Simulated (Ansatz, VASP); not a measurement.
# Two plane-wave programs on Hg

```xyz
1
Lattice="-1.7805 1.7805 1.7805 1.7805 -1.7805 1.7805 1.7805 1.7805 -1.7805" Properties=species:S:1:pos:R:3 pbc="T T T"
Hg    0.0000    0.0000    0.0000
```

Alike in both runs: functional LDA; k mesh 16 × 16 × 16; occupations fermi-dirac, width 0.05 eV; no spin polarisation.

Ansatz relaxed the structure, and its values are those at the end. VASP's run is a single point on that final structure, the one shown.

```csv
,VASP,Ansatz
version,VASP 6.6.1,Ansatz 0.2.0
potentials or method,"VASP PAW LDA potentials, release 64 (Hg)","PAW with Ansatz's default frozen-core files, scalar-relativistic"
plane-wave cutoff (eV),520,420
valence electrons in the cell,12,20
```

|  | VASP | Ansatz | Ansatz less VASP |
| --- | --- | --- | --- |
| pressure (GPa) | 0.6 | 0.0 | -0.61 |

LDA's correlation is that of Perdew and Zunger in VASP and of Perdew and Wang (1992) in Ansatz. VASP's potentials hold 12 valence electrons a cell and Ansatz's 20, so a difference there can come from the potentials and not from the codes.

Spin-orbit coupling is off throughout.
